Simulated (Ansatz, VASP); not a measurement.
# One calculation of Ca, two programs

File INCAR:

```
PREC = Accurate
ENCUT = 520
EDIFF = 1E-8
ISMEAR = -1
SIGMA = 0.05
LREAL = False
LASPH = True
NELM = 100
ALGO = Normal
ISIF = 2
LWAVE = False
LCHARG = False
GGA = PE
LEFG = True
NBANDS = 11
```

The input KPOINTS:

```
regular mesh
0
Gamma
  10 10 10
```

File POSCAR:

```
Ca
1.0
   -2.2548348694      2.2548348694      2.2548348694
    2.2548348694     -2.2548348694      2.2548348694
    2.2548348694      2.2548348694     -2.2548348694
Ca
1
Direct
    0.0000000000      0.0000000000      0.0000000000
```

Input for Ansatz:

```yaml
crystal:
  lattice:
    - [-2.2548348694, 2.2548348694, 2.2548348694]
    - [2.2548348694, -2.2548348694, 2.2548348694]
    - [2.2548348694, 2.2548348694, -2.2548348694]
  atoms:
    - { symbol: Ca, position: [0.0, 0.0, 0.0] }
kpoints:
  mp_grid: { grid: [10, 10, 10] }
scf:
  occupations: { method: fermi_dirac, width: 0.05 }
hamiltonian:
  xc: pbe
  pseudopotentials: { kind: paw }
output:
  forces: true
  stress: true
  eigenvalues: true
  efg: { contact_densities: true }
```

Change from the starting cell: volume scaled by 1.02, PAW files.

Alike in both runs: task electric field gradients; functional PBE; k mesh 10 × 10 × 10; occupations fermi-dirac, width 0.05 eV; no spin polarisation.

|  | VASP | Ansatz |
| --- | --- | --- |
| version | VASP 6.6.1 | Ansatz 0.2.0 |
| potentials or method | VASP PAW PBE potentials, release 64 (Ca_sv) | PAW with Ansatz's default frozen-core files, scalar-relativistic |
| plane-wave cutoff (eV) | 520 | 420 |
| valence electrons in the cell | 10 | 10 |

|  | VASP | Ansatz | Ansatz less VASP |
| --- | --- | --- | --- |
| pressure (GPa) | -1.2 | -1.2 | -0.01 |
